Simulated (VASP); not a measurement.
Wanted: the native input for a VASP 6.6.1 run.

| Item | Value |
| --- | --- |
| Task | single point |
| Functional | PBE |
| Potentials or basis | VASP PAW PBE potentials, release 64 (Mg, Fe, O) |
| Cutoff | 520 eV |
| k mesh | 6 × 6 × 2 |
| Occupations | gaussian, width 0.2 eV |
| Spin | collinear spin, ferromagnetic start |
| Starting moments | [0.0, 0.0, 4.0, 4.0, 4.0, 4.0, 4.0, 4.0, 0.0, 0.0] μB |
| Dipole correction | no |
| Further INCAR settings | ALGO = Normal; EDIFF = 1e-07; NBANDS = 47 |

The structure of MgFe3O lies in POSCAR:

```
MgFe3O
1.0
    2.9228192660      0.0000000000      0.0000000000
    0.0000000000      2.9228192660      0.0000000000
    0.0000000000      0.0000000000     13.2372178706
Mg Fe O
2 6 2
Direct
    0.0000000000      0.5000000000      0.9150497040
    0.5000000000      0.0000000000      0.0849502960
    0.0000000000      0.5000000000      0.2430821550
    0.5000000000      0.0000000000      0.7569178450
    0.5000000000      0.0000000000      0.3411811859
    0.0000000000      0.5000000000      0.4471704541
    0.0000000000      0.5000000000      0.6588188141
    0.5000000000      0.0000000000      0.5528295459
    0.5000000000      0.0000000000      0.9206684778
    0.0000000000      0.5000000000      0.0793315222
```

One way to write it, as run:

INCAR

```
  PREC = Accurate
  ENCUT = 520
  EDIFF = 1E-7
  ISMEAR = 0
  SIGMA = 0.2
  LREAL = F
  LASPH = T
  NELM = 150
  ALGO = Normal
  ISIF = 2
  LWAVE = F
  LCHARG = F
  ISPIN = 2
  MAGMOM = 0 0 4 4 4 4 4 4 0 0
  LORBIT = 11
  LMAXMIX = 4
  GGA = PE
  NBANDS = 47
```

KPOINTS

```
regular mesh
0
Gamma
  6 6 2
```

Potentials or basis: VASP PAW PBE potentials, release 64 (Mg, Fe, O).

Run with:

```bash
$ cat potpaw_PBE.64/Mg/POTCAR potpaw_PBE.64/Fe/POTCAR potpaw_PBE.64/O/POTCAR > POTCAR
$ mpirun -np 1 vasp_std > vasp.out
```

It gave:

```
Pressure                                              : 0.2 GPa
Largest force                                         : 0.067 eV/Å
Net moment                                            : 15.19 μB per cell
Site moments                                          : Mg -0.01; Fe +2.78, +2.38, +2.41; O +0.03 μB
Valence electrons inside the program's atomic spheres : Mg 0.40; Fe 7.06, 7.22, 7.17; O 5.08
```

Caveat: only a ferromagnetic start was run, and an antiferromagnetic order may lie lower in energy.

It took 5 min on 1 thread of AMD EPYC 9R45 96-Core Processor (Zen 5), on a shared host, peak memory 0.34 GiB.
